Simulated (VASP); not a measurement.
Here is a VASP 6.6.1 calculation.

File INCAR:

```
SYSTEM = PbF2
  ALGO = Normal
  EDIFF = 1E-6
  ENCUT = 520
  GGA = PS
  ISIF = 2
  ISMEAR = -1
  LASPH = .True.
  LCHARG = .False.
  LREAL = .False.
  LWAVE = .False.
  NBANDS = 21
  NELM = 80
  PREC = Accurate
  SIGMA = 0.05
```

KPOINTS

```
k-points
0
Gamma
  8 8 8
  0 0 0
```

POSCAR

```
PbF2
1.0
    0.0000000000      2.9832874594      2.9832874594
    2.9832874594      0.0000000000      2.9832874594
    2.9832874594      2.9832874594      0.0000000000
Pb F
1 2
Direct
    0.0000000000      0.0000000000      0.0000000000
    0.7500000000      0.7500000000      0.7500000000
    0.2500000000      0.2500000000      0.2500000000
```

Potentials or basis: VASP PAW PBE potentials, release 64 (Pb_d, F).

Launch:

```console
$ cat potpaw_PBE.64/Pb_d/POTCAR potpaw_PBE.64/F/POTCAR > POTCAR
$ mpirun -np 1 vasp_std > vasp.out
```

Predict the band gap on the k mesh.

4.31 eV (least direct gap 4.46 eV).

What does it give for the pressure?

-2.6 GPa.

Caveat: the PAW data sets were made with another functional, which shifts forces and pressure a little; spin-orbit coupling is left out, which moves the levels of the heavy elements. A k mesh can miss the band edges.
